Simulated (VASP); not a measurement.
# CuNi2 (P-62m) in VASP: single point with PBE

Aim: the single point of CuNi2 with PBE.

All numbers are computed with VASP 6.6.1; they aren't measurements. Logs are shortened: lines on timing, memory, paths and dates and some standing lists are left out, and cuts for length are marked.

## (1) The cell of the first run

The structure is hexagonal, space group P-62m (No. 189). The conventional cell has a = 4.335 Å, b = 4.335 Å, c = 4.137 Å, α = 90.00°, β = 90.00°, γ = 120.00°. Within 3.3 Å of Cu (site symmetry -6) lie 3 Cu at 2.50 Å and 9 Ni at 2.50 to 2.53 Å. Ni (site symmetry -62m) has 6 Cu at 2.50 Å and 6 Ni at 2.51 Å within 3.3 Å. Ni (site symmetry m2m) has 8 Ni at 2.46 to 2.52 Å and 4 Cu at 2.53 Å within 3.2 Å.

## (2) Single point, PBE, collinear spin, ferromagnetic start

INCAR reads:

```
ALGO = Fast
EDIFF = 1E-7
ENCUT = 520
GGA = PE
ISIF = 2
ISMEAR = 0
ISPIN = 2
LASPH = T
LCHARG = T
LELF = T
LMAXMIX = 4
LORBIT = 11
LREAL = F
LVHAR = T
LWAVE = F
MAGMOM = 0 0 0 0 0.43 0.43 0.53 0.53 0.53 0.53 0.53 0.53
NBANDS = 78
NELM = 150
PREC = Accurate
SIGMA = 0.2
```

KPOINTS reads:

```
k-points
0
Gamma
  6 6 4
```

POSCAR reads:

```
CuNi2
1.0
    4.3354707710      0.0000000000      0.0000000000
   -2.1677353855      3.7546278251      0.0000000000
    0.0000000000      0.0000000000      8.2741658000
Cu Ni
4 8
Direct
    0.6666666667      0.3333333333      0.0000000000
    0.6666666667      0.3333333333      0.5000000000
    0.3333333333      0.6666666667      0.0000000000
    0.3333333333      0.6666666667      0.5000000000
    0.0000000000      0.0000000000      0.0000000000
    0.0000000000      0.0000000000      0.5000000000
    1.0000000000      0.3277795000      0.2500000000
    1.0000000000      0.3277795000      0.7500000000
    0.6722205000      0.6722205000      0.2500000000
    0.6722205000      0.6722205000      0.7500000000
    0.3277795000      0.0000000000      0.2500000000
    0.3277795000      0.0000000000      0.7500000000
```

Potentials or basis: VASP PAW PBE potentials, release 64 (Cu, Ni).

Command:

```console
> cat potpaw_PBE.64/Cu/POTCAR potpaw_PBE.64/Ni/POTCAR > POTCAR
> mpirun -np 1 vasp_std > vasp.out
```

OUTCAR:

```text
EDIFF = 1E-7
   ENCUT = 520
   GGA = PE
   ISIF = 2
   ISMEAR = 0
   ISPIN = 2
   LASPH = T
   LORBIT = 11
   LREAL = F
   NELM = 150
   PREC = Accurate

 ion  position               nearest neighbor table
   1  0.667  0.333  0.000-   3 2.50   5 2.50   3 2.50   5 2.50   5 2.50   3 2.50   7 2.53   8 2.53
                            11 2.53  12 2.53   9 2.53  10 2.53
   2  0.667  0.333  0.500-   4 2.50   6 2.50   4 2.50   6 2.50   6 2.50   4 2.50   7 2.53   8 2.53
                            11 2.53  12 2.53   9 2.53  10 2.53
   3  0.333  0.667  0.000-   5 2.50   1 2.50   1 2.50   5 2.50   5 2.50   1 2.50  11 2.53  12 2.53
                             7 2.53   8 2.53   9 2.53  10 2.53
   4  0.333  0.667  0.500-   6 2.50   2 2.50   2 2.50   6 2.50   6 2.50   2 2.50  11 2.53  12 2.53
                             7 2.53   8 2.53   9 2.53  10 2.53
   5  0.000  0.000  0.000-   1 2.50   3 2.50   1 2.50   3 2.50   1 2.50   3 2.50  11 2.51  12 2.51
                             7 2.51   8 2.51   9 2.51  10 2.51
   6  0.000  0.000  0.500-   2 2.50   4 2.50   2 2.50   4 2.50   2 2.50   4 2.50  11 2.51  12 2.51
                             7 2.51   8 2.51   9 2.51  10 2.51
   7  0.000  0.328  0.250-  11 2.46   9 2.46   5 2.51   6 2.51  11 2.52   9 2.52   9 2.52  11 2.52
                             1 2.53   2 2.53   3 2.53   4 2.53
   8  0.000  0.328  0.750-  12 2.46  10 2.46   5 2.51   6 2.51  12 2.52  10 2.52  10 2.52  12 2.52
                             1 2.53   2 2.53   3 2.53   4 2.53
   9  0.672  0.672  0.250-  11 2.46   7 2.46   5 2.51   6 2.51  11 2.52   7 2.52   7 2.52  11 2.52
[... 14 lines left out ...]
 A1 = (   4.3354707710,   0.0000000000,   0.0000000000)
 A2 = (  -2.1677353855,   3.7546278251,   0.0000000000)
 A3 = (   0.0000000000,   0.0000000000,   8.2741658000)

Analysis of symmetry for initial positions (statically):
=====================================================================
 Subroutine PRICEL returns following result:

  LATTYP: Found a hexagonal cell.
 ALAT       =     4.3354707710
 C/A-ratio  =     0.9542407546
[... 12 lines left out ...]
 Subroutine GETGRP returns: Found 12 space group operations
 (whereof 12 operations were pure point group operations)
 out of a pool of 24 trial point group operations.

The static configuration has the point symmetry D_3h.

Analysis of symmetry for dynamics (positions and initial velocities):
=====================================================================
 Subroutine PRICEL returns following result:

  LATTYP: Found a hexagonal cell.
 ALAT       =     4.3354707710
 C/A-ratio  =     0.9542407546
[... 12 lines left out ...]
 Subroutine GETGRP returns: Found 12 space group operations
 (whereof 12 operations were pure point group operations)
 out of a pool of 24 trial point group operations.

[... 194 lines left out ...]
      6       4.8315      1.00000
[... 1606 lines left out ...]
     73      17.4317      0.00000
     74      17.4317      0.00000
 Fermi energy:         8.5126389238

 spin component 2

 k-point     1 :       0.0000    0.0000    0.0000
  band No.  band energies     occupation
      1      -0.4371      1.00000
      2       1.5728      1.00000
      3       1.9008      1.00000
      4       3.9686      1.00000
      5       4.9598      1.00000
      6       4.9598      1.00000
[... 1606 lines left out ...]
     73      17.5174      0.00000
     74      17.5174      0.00000
 [bands above 74 left out]

------------------------ aborting loop because EDIFF is reached ----------------------------------------

  FORCE on cell =-STRESS in cart. coord.  units (eV):
  Direction    XX          YY          ZZ          XY          YZ          ZX
  --------------------------------------------------------------------------------------
  -------------------------------------------------------------------------------------
  Total        0.3316162      0.3316162      0.0717560      0.0000000      0.0000000      0.0000000
  in kB        3.9447453      3.9447453      0.8535749      0.0000000      0.0000000      0.0000000
  external PRESSURE =       2.9143551 kB  Pullay stress =       0.0000000 kB

 VOLUME and BASIS-vectors are now :
 -----------------------------------------------------------------------------
  energy-cutoff  :      520.00
  volume of cell :      134.69
      direct lattice vectors                 reciprocal lattice vectors
     4.335470771  0.000000000  0.000000000     0.230655459  0.133168991  0.000000000
    -2.167735385  3.754627825  0.000000000     0.000000000  0.266337983  0.000000000
     0.000000000  0.000000000  8.274165800     0.000000000  0.000000000  0.120858105

 POSITION                                       TOTAL-FORCE (eV/Angst)
 -----------------------------------------------------------------------------------
      2.16774      1.25154      0.00000         0.000000     -0.000000      0.000000
      2.16774      1.25154      4.13708         0.000000     -0.000000      0.000000
     -0.00000      2.50309      0.00000         0.000000     -0.000000     -0.000000
     -0.00000      2.50309      4.13708         0.000000     -0.000000     -0.000000
      0.00000      0.00000      0.00000         0.000000     -0.000000     -0.000000
      0.00000      0.00000      4.13708         0.000000     -0.000000     -0.000000
     -0.71054      1.23069      2.06854        -0.014996      0.025974      0.000000
     -0.71054      1.23069      6.20562        -0.014996      0.025974      0.000000
      1.45720      2.52394      2.06854        -0.014996     -0.025974     -0.000000
      1.45720      2.52394      6.20562        -0.014996     -0.025974      0.000000
      1.42108      0.00000      2.06854         0.029992     -0.000000     -0.000000
      1.42108      0.00000      6.20562         0.029992     -0.000000      0.000000
 -----------------------------------------------------------------------------------
    total drift:                                0.000001      0.000002      0.000000

  FREE ENERGIE OF THE ION-ELECTRON SYSTEM (eV)
  ---------------------------------------------------
  free  energy   TOTEN  =       -58.2669551227 eV

  energy  without entropy=      -57.9182572689  energy(sigma->0) =      -58.09260620

 total charge

# of ion       s       p       d       tot
------------------------------------------
    1        0.464   0.420   9.164  10.047
    2        0.464   0.420   9.164  10.047
    3        0.464   0.420   9.164  10.047
    4        0.464   0.420   9.164  10.047
    5        0.470   0.456   8.356   9.283
    6        0.470   0.456   8.356   9.283
    7        0.480   0.457   8.334   9.272
    8        0.480   0.457   8.334   9.272
    9        0.480   0.457   8.334   9.272
   10        0.480   0.457   8.334   9.272
   11        0.480   0.457   8.334   9.272
   12        0.480   0.457   8.334   9.272
--------------------------------------------------
tot          5.677   5.332 103.376 114.386

 magnetization (x)

# of ion       s       p       d       tot
------------------------------------------
    1       -0.003  -0.012   0.022   0.007
    2       -0.003  -0.012   0.022   0.007
    3       -0.003  -0.012   0.022   0.007
    4       -0.003  -0.012   0.022   0.007
    5       -0.001  -0.011   0.385   0.373
    6       -0.001  -0.011   0.385   0.373
    7       -0.004  -0.013   0.434   0.417
    8       -0.004  -0.013   0.434   0.417
    9       -0.004  -0.013   0.434   0.417
   10       -0.004  -0.013   0.434   0.417
   11       -0.004  -0.013   0.434   0.417
   12       -0.004  -0.013   0.434   0.417
--------------------------------------------------
tot         -0.038  -0.146   3.463   3.278
```

stdout:

```text
POSCAR found type information on POSCAR CuNi
 POSCAR found :  2 types and      12 ions
 scaLAPACK will be used
 LDA part: xc-table for (Slater+PW92), standard interpolation
 POSCAR, INCAR and KPOINTS ok, starting setup
 FFT: planning ... GRIDC
 FFT: planning ... GRID_SOFT
 FFT: planning ... GRID
 WAVECAR not read
 entering main loop
```

Run time: 20 min. Hardware: 1 thread of Oxide Virtual Turin-like, shared host; peak memory 0.46 GiB.

Results:

```
Free energy                                           : -58.2670 eV
Pressure                                              : 0.3 GPa
Largest force                                         : 0.030 eV/Å
Net moment                                            : 3.18 μB per cell
Site moments                                          : Cu +0.01; Ni +0.37, +0.42 (each value once) μB
Valence electrons inside the program's atomic spheres : Cu 10.05; Ni 9.28, 9.27 (each value once)
```

Forces on the atoms (eV/Å):
```
Cu   0.000  0.000  0.000
Cu   0.000  0.000  0.000
Cu   0.000  0.000  0.000
Cu   0.000  0.000  0.000
Ni   0.000  0.000  0.000
Ni   0.000  0.000  0.000
Ni  -0.015  0.026  0.000
Ni  -0.015  0.026  0.000
Ni  -0.015 -0.026  0.000
Ni  -0.015 -0.026  0.000
Ni   0.030  0.000  0.000
Ni   0.030  0.000  0.000
```

Stress tensor (GPa, compression positive):
```
0.39 0.00 0.00
0.00 0.39 0.00
0.00 0.00 0.09
```

Levels at points of the mesh, in eV from the Fermi level:
Spin up:
```csv
k point,band 62,band 63,band 64,band 65,band 66,band 67
"(0.00, 0.00, 0.00)",-0.46,-0.44,-0.44,4.17,4.17,4.64
"(0.50, 0.00, 0.00)",-0.24,-0.24,-0.13,-0.04,-0.04,1.08
"(0.00, 0.00, 0.50)",-0.51,-0.51,-0.51,4.90,4.90,4.90
"(0.50, 0.00, 0.50)",-0.42,-0.24,-0.24,0.74,0.74,1.79
```
Spin down:
```csv
k point,band 58,band 59,band 60,band 61,band 62,band 63,band 64,band 65
"(0.00, 0.00, 0.00)",-0.26,-0.26,-0.14,-0.07,-0.07,0.06,0.06,4.28
"(0.50, 0.00, 0.00)",-0.12,-0.07,-0.04,-0.02,0.15,0.28,0.29,0.29
"(0.00, 0.00, 0.50)",-0.22,-0.22,-0.22,-0.03,-0.03,-0.03,-0.03,4.97
"(0.50, 0.00, 0.50)",-0.23,-0.13,-0.13,0.00,0.00,0.29,0.29,0.87
```
